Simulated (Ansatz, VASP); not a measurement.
**Two plane-wave programs on SiNi**

```
Ni Si
1.0
     0.00000    1.91875    1.91875
     1.91875    0.00000    1.91875
     1.91875    1.91875    0.00000
Ni Si
1 1
Direct
  0.00000 0.00000 0.00000
  0.50000 0.50000 0.50000
```

Change from the starting cell: volume scaled by 0.55, PAW files.

Alike in both runs: task single point; functional PBEsol; k mesh 14 × 14 × 14; occupations fermi-dirac, width 0.08 eV; no spin polarisation.

|  | VASP | Ansatz |
| --- | --- | --- |
| version | VASP 6.6.1 | Ansatz 0.2.0 |
| potentials or method | VASP PAW PBE potentials, release 64 (Ni, Si) | PAW with Ansatz's default frozen-core files, scalar-relativistic |
| plane-wave cutoff (eV) | 520 | 420 |
| valence electrons in the cell | 14 | 22 |

|  | VASP | Ansatz | Ansatz less VASP |
| --- | --- | --- | --- |
| pressure (GPa) | 344.3 | 340.3 | -3.96 |

VASP's potentials were made for PBE, not for PBEsol. Both programs put the cell under a high pressure, so it lies far from rest at this level. With one functional, cell and mesh, what is left measures potentials, basis and numerics. VASP's potentials hold 14 valence electrons a cell and Ansatz's 22, so a difference there can come from the potentials and not from the codes.

Noted on VASP's run: the cell as given lies far from equilibrium.
